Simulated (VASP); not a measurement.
Wanted: the native input for a VASP 6.6.1 run.

- Task: single point
- Functional: RPBE
- Potentials or basis: VASP PAW PBE potentials, release 64 (Co)
- Cutoff: 520 eV
- k mesh: 12 × 12 × 12
- Occupations: fermi-dirac, width 0.05 eV
- Spin: collinear spin, ferromagnetic start
- Starting moments: [1.79, 1.79] μB
- Dipole correction: no
- Further INCAR settings: ALGO = Normal; EDIFF = 1e-06; NBANDS = 20

The structure of Co lies in POSCAR:

```
Co
1.0
    0.0000000000      2.5695272909      2.5695272909
    2.5695272909      0.0000000000      2.5695272909
    2.5695272909      2.5695272909      0.0000000000
Co
2
Direct
    0.1250000000      0.1250000000      0.1250000000
    0.8750000000      0.8750000000      0.8750000000
```

This isn't the form of Co at room conditions, which is hcp.

One way to write it, as run:

INCAR

```
SYSTEM = Co
ALGO = Normal ; EDIFF = 1E-6
ENCUT = 520 ; GGA = RP
ISIF = 2 ; ISMEAR = -1
ISPIN = 2 ; LASPH = .True.
LCHARG = .True. ; LELF = .True.
LMAXMIX = 4 ; LORBIT = 11
LREAL = .False. ; LVHAR = .True.
LWAVE = .False. ; MAGMOM = 1.79 1.79
NBANDS = 20 ; NELM = 150
PREC = Accurate ; SIGMA = 0.05
```

KPOINTS

```
k-points
0
Gamma
  12 12 12
  0 0 0
```

Potentials or basis: VASP PAW PBE potentials, release 64 (Co).

The run is started by

```console
$ cat potpaw_PBE.64/Co/POTCAR > POTCAR
$ mpirun -np 1 vasp_std > vasp.out
```

It gave:

```json
{"Pressure": "-0.6 GPa", "Net moment": "3.48 μB per cell", "Site moments": "Co +1.75 μB", "Valence electrons inside the program's atomic spheres": "Co 8.14"}
```

Caveat: the PAW data sets were made with another functional, which shifts forces and pressure a little.

It took 2.7 min on 1 thread of Intel Xeon 8259CL (shared host), peak memory 0.22 GiB.
